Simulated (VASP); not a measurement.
Input of a VASP 6.6.1 run:

File POSCAR:

```
Zr
1.0
    3.2463687180      0.0000000000      0.0000000000
   -1.6231843590      2.8114377799      0.0000000000
    0.0000000000      0.0000000000     25.2999751899
Zr
5
Direct
    0.3333333333      0.6666666667      0.2964429784
    0.6666666667      0.3333333333      0.3982214892
    0.3333333333      0.6666666667      0.5000000000
    0.6666666667      0.3333333333      0.6017785108
    0.3333333333      0.6666666667      0.7035570216
```

The input INCAR.step1:

```
ALGO = Normal
DIPOL = 0.5 0.5 0.500
EDIFF = 1E-4
ENCUT = 520
GGA = PE
IDIPOL = 3
ISMEAR = 0
LASPH = True
LCHARG = False
LDIPOL = True
LREAL = False
LWAVE = True
NBANDS = 38
NELM = 60
PREC = Accurate
SIGMA = 0.1
```

Contents of INCAR.step2:

```
ALGO = Normal
DIPOL = 0.5 0.5 0.500
EDIFF = 1E-6
ENCUT = 520
IDIPOL = 3
ISIF = 2
ISMEAR = 0
ISTART = 1
LASPH = True
LCHARG = True
LDIPOL = True
LELF = True
LMIXTAU = True
LREAL = False
LVACPOTAV = True
LVHAR = True
LWAVE = False
METAGGA = R2SCAN
NBANDS = 38
NELM = 60
PREC = Accurate
SIGMA = 0.1
```

File KPOINTS:

```
k-points
0
Gamma
  12 12 1
```

Potentials or basis: VASP PAW PBE potentials, release 64 (Zr_sv).

Run with:

```sh
$ cat potpaw_PBE.64/Zr_sv/POTCAR > POTCAR
$ cp INCAR.step1 INCAR
$ mpirun -np 1 vasp_std > vasp.out
$ cp INCAR.step2 INCAR
$ mpirun -np 1 vasp_std > vasp.out
```

**Question.** Estimate the largest force.

**Answer.** 0.699 eV/Å.

**Question.** Predict the band gap on the k mesh.

**Answer.** Zero (bands 30 and 31 overlap by 1.31 eV).

Forces in eV/Å, atoms in the order of the input:
```
Zr   0.000  0.000  0.579
Zr   0.000  0.000 -0.699
Zr   0.000  0.000  0.000
Zr   0.000  0.000  0.699
Zr   0.000  0.000 -0.579
```

Caveat: the PAW data sets were made with another functional, which shifts forces and pressure a little.
